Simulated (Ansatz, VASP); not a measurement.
## MgO in VASP and in Ansatz

INCAR

```
ALGO = Normal
EDIFF = 1E-7
ENCUT = 520
GGA = PE
ISIF = 2
ISMEAR = 0
LASPH = T
LCHARG = T
LELF = T
LREAL = F
LVHAR = T
LWAVE = F
NBANDS = 16
NELM = 80
PREC = Accurate
SIGMA = 0.05
```

The input KPOINTS:

```
k-points
0
Gamma
  9 9 6
```

File POSCAR:

```
MgO
1.0
    3.6974000000      0.0000000000      0.0000000000
   -1.8487000000      3.2020423279      0.0000000000
    0.0000000000      0.0000000000      4.2393824570
Mg O
2 2
Direct
    0.6666666667      0.3333333333      0.7500000000
    0.3333333333      0.6666666667      0.2500000000
    0.6666666667      0.3333333333      0.2500000000
    0.3333333333      0.6666666667      0.7500000000
```

Input for Ansatz:

```yaml
crystal:
  lattice:
    - [3.6974, 0.0, 0.0]
    - [-1.8487, 3.2020423279, 0.0]
    - [0.0, 0.0, 4.239382457]
  atoms:
    - { symbol: Mg, position: [0.6666666667, 0.3333333333, 0.75] }
    - { symbol: Mg, position: [0.3333333333, 0.6666666667, 0.25] }
    - { symbol: O, position: [0.6666666667, 0.3333333333, 0.25] }
    - { symbol: O, position: [0.3333333333, 0.6666666667, 0.75] }
basis:
  ecutwfc: 520.0
kpoints:
  mp_grid: { grid: [9, 9, 6] }
hamiltonian:
  xc: pbe
  pseudopotentials: { kind: paw, azcp: { folder: soft_1 } }
scf:
  occupations: { method: gaussian, width: 0.05 }
output:
  forces: true
  stress: true
  eigenvalues: true
```

Alike in both runs: task single point; functional PBE; k mesh 9 × 9 × 6; occupations gaussian, width 0.05 eV; no spin polarisation.

|  | VASP | Ansatz |
| --- | --- | --- |
| version | VASP 6.6.1 | Ansatz 0.2.0 |
| potentials or method | VASP PAW PBE potentials, release 64 (Mg, O), cutoff 520 eV | scalar-relativistic, plane waves, PAW |
| valence electrons in the cell | 16 | 32 |

Ansatz gave:

* gap on the k mesh at the Fermi level (eV): 2.90
* least direct gap on the mesh (eV): 2.90
* pressure (GPa): -9.3
* traceless stress, the component that is largest in VASP (GPa): 2.54

**Question.** What did VASP give for the same quantities?

**Answer.** gap on the k mesh at the Fermi level (eV): 2.88; least direct gap on the mesh (eV): 2.88; pressure (GPa): -9.9; traceless stress, the component that is largest in VASP (GPa): 2.46.

VASP's potentials hold 16 valence electrons a cell and Ansatz's 32, so a difference there can come from the potentials and not from the codes.
